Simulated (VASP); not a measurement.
Wanted: the native input for a VASP 6.6.1 run.

* Task: relaxation of the atoms
* Functional: PBE
* Potentials or basis: VASP PAW PBE potentials, release 64 (W_sv, Si)
* Cutoff: 520 eV
* k mesh: 5 × 5 × 3
* Occupations: fermi-dirac, width 0.05 eV
* Spin: no spin polarisation
* Dipole correction: no
* Further INCAR settings: ALGO = Normal; EDIFF = 1e-06; IBRION = 2; EDIFFG = -0.01; NSW = 60

The structure of Si2W lies in POSCAR:

```
Si2W
1.0
    4.6630209059      0.0000000000      0.0000000000
   -2.3315104530      4.0382945629      0.0000000000
    0.0000000000      0.0000000000      6.6532220000
W Si
3 6
Direct
    0.5000000000      0.0000000000      0.5000000000
    0.5000000000      0.5000000000      0.8333333333
    0.0000000000      0.5000000000      0.1666666667
    0.3272520000      0.1636260000      0.1666666667
    0.8363740000      0.1636260000      0.8333333333
    0.1636260000      0.3272520000      0.5000000000
    0.6727480000      0.8363740000      0.1666666667
    0.1636260000      0.8363740000      0.8333333333
    0.8363740000      0.6727480000      0.5000000000
```

One way to write it, as run:

INCAR

```
PREC     = Accurate       # precision mode
ENCUT    = 520            # plane-wave cutoff, eV
EDIFF    = 1E-6           # SCF threshold, eV
ISMEAR   = -1             # smearing method
SIGMA    = 0.05           # smearing width, eV
LREAL    = False          # projectors in reciprocal space
LASPH    = True           # aspherical terms in the spheres
NELM     = 60             # most SCF steps
ALGO     = Normal         # electronic algorithm
ISIF     = 2              # what is computed and relaxed
LWAVE    = False          # write WAVECAR
LCHARG   = False          # write CHGCAR
GGA      = PE             # functional
IBRION   = 2              # ionic algorithm
NSW      = 60             # ionic steps
EDIFFG   = -0.01          # ionic threshold
```

KPOINTS

```
Automatic mesh
0
Gamma
  5 5 3
```

Potentials or basis: VASP PAW PBE potentials, release 64 (W_sv, Si).

Launch:

```bash
$ cat potpaw_PBE.64/W_sv/POTCAR potpaw_PBE.64/Si/POTCAR > POTCAR
$ mpirun -np 1 vasp_std > vasp.out
```

It gave:

| Item | Value |
| --- | --- |
| Pressure after relaxing | -4.5 GPa |
| Largest force after relaxing | 0.010 eV/Å |
| Band gap on the k mesh | 0.34 eV, indirect (least direct gap 0.85 eV) |

Caveat: the relaxation stopped at its first step, so nothing moved; spin-orbit coupling is left out, which moves the levels of the heavy elements.

Run time: 46 s on 1 thread of AMD EPYC 7R13, with other jobs on the host, peak memory 0.25 GiB.
